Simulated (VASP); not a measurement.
Input of a VASP 6.6.1 run:

Contents of INCAR:

```
SYSTEM = AlFeC4N4
PREC = Accurate
ENCUT = 520
EDIFF = 1E-6
ISMEAR = 0
SIGMA = 0.1
LREAL = .FALSE.
LASPH = .TRUE.
NELM = 150
ALGO = Normal
ISIF = 2
LWAVE = .FALSE.
LCHARG = .FALSE.
ISPIN = 2
MAGMOM = 0 4 0 0 0 0 0 0 0 0
LORBIT = 11
LMAXMIX = 4
GGA = PE
NBANDS = 38
```

File KPOINTS:

```
regular mesh
0
G
  4 4 4
  0 0 0
```

The input POSCAR:

```
AlFeC4N4
1.0
    5.8549090800      0.0000000000      0.0000000000
    0.0000000000      5.8549090800      0.0000000000
    0.0000000000      0.0000000000      5.8549090800
Al Fe C N
1 1 4 4
Direct
    0.5000000000      0.5000000000      0.5000000000
    0.0000000000      0.0000000000      0.0000000000
    0.1911054100      0.1911054100      0.1911054100
    0.1911054100      0.8088945900      0.8088945900
    0.8088945900      0.1911054100      0.8088945900
    0.8088945900      0.8088945900      0.1911054100
    0.3064786500      0.3064786500      0.3064786500
    0.3064786500      0.6935213500      0.6935213500
    0.6935213500      0.3064786500      0.6935213500
    0.6935213500      0.6935213500      0.3064786500
```

Potentials or basis: VASP PAW PBE potentials, release 64 (Al, Fe, C, N).

Run with:

```bash
$ cat potpaw_PBE.64/Al/POTCAR potpaw_PBE.64/Fe/POTCAR potpaw_PBE.64/C/POTCAR potpaw_PBE.64/N/POTCAR > POTCAR
$ mpirun -np 1 vasp_std > vasp.out
```

(1) What does it give for the band gap on the k mesh?

(2) Predict the site moments.

(3) Estimate the pressure.

## Answers

(1) 0.81 eV (least direct gap 0.96 eV).

(2) Al +0.00; Fe +2.31; C -0.01; N +0.05 μB.

(3) -2.8 GPa.

Caveat: a cell with one magnetic atom can't hold antiferromagnetic order, which such compounds often take; forces of over 1 eV/Å act on the atoms, so gaps and moduli don't describe the material at rest.
